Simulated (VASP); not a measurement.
The system is HfSc2N2.

```
Hf Sc N
1.0
     4.21582    0.00000    0.00000
     0.00000    4.21582    0.00000
     0.00000    0.00000    4.24000
Hf Sc N
1 2 2
Cartesian
  0.0000 0.0000 0.0000
  2.1079 0.0000 0.0000
  0.0000 2.1079 0.0000
  0.0000 0.0000 2.7951
  0.0000 0.0000 1.4449
```

| Property | Result |
| --- | --- |
| Program | VASP 6.6.1 |
| Task | relaxation of cell and atoms |
| Functional | PBE |
| Potentials or basis | VASP PAW PBE potentials, release 64 (Hf_pv, Sc_sv, N) |
| Cutoff | 600 eV |
| k mesh | 4 × 4 × 4 |
| Occupations | gaussian, width 0.1 eV |
| Spin | no spin polarisation |

At the start: pressure 138.2 GPa; volume 15.07 Å³/atom.

**Question.** How do energy, volume and symmetry change on relaxing?

**Answer.** Over 26 steps the energy falls by 4883.5 meV/atom and the volume is 30.22 Å³/atom (+100.5 %); space group P4/mmm (No. 123, to 0.05 Å).

The path:
```
step  energy change (eV)  largest force (eV/Å)  pressure (GPa)  volume (Å³)
   1              0.0000               31.0547          138.21        75.36
   2             -2.0265                2.7967          -18.13       296.80
   3            -21.2071                3.4772           -1.04       144.37
   4            -21.0618               12.6059            9.18       135.88
   5            -21.4737                0.4284            1.98       140.84
   6            -21.4752                3.2638            3.85       139.25
   7            -23.8969                3.4145           -4.05       151.96
   8            -23.9668                4.7604           -3.59       154.83
   9            -23.9818                4.0866           -3.95       153.60
  10            -17.6420               41.3366           28.25       144.89
  11            -24.1392                4.1682           -2.71       152.86
  12            -24.2641                3.6354           -1.62       152.35
  13            -24.3317                2.2783            0.43       151.47
  14            -24.3332                2.4915            0.16       151.59
  15            -23.6666               13.9008            4.29       152.20
  16            -24.4031                0.5512            0.60       151.76
  17            -24.4035                0.2920            0.54       151.75
  18            -24.4017                0.5479           -1.21       153.29
  19            -24.4160                0.1164           -0.34       152.49
  20            -24.4160                0.1102           -0.31       152.48
  21            -24.4166                0.2923           -0.09       151.82
  22            -24.4168                0.1631           -0.15       152.03
  23            -24.4175                0.0000           -0.11       151.41
  24            -24.4175                0.0105           -0.11       151.36
  25            -24.4176                0.0404            0.02       151.07
  26            -24.4176                0.0321            0.01       151.12
```

Final structure:
```
CELL_PARAMETERS angstrom
5.32927 0.00000 0.00000
0.00000 5.32927 0.00000
0.00000 0.00000 5.32092
ATOMIC_POSITIONS crystal
Hf 0.00000 0.00000 0.00000
Sc 0.50000 0.00000 0.00000
Sc 0.00000 0.50000 0.00000
N 0.00000 0.00000 0.38580
N 0.00000 0.00000 0.61420
```

Caveat: the k points lie up to 0.30 Å⁻¹ apart in the final cell; the volume moved by over 15 % at a fixed basis, so the end points are rough.
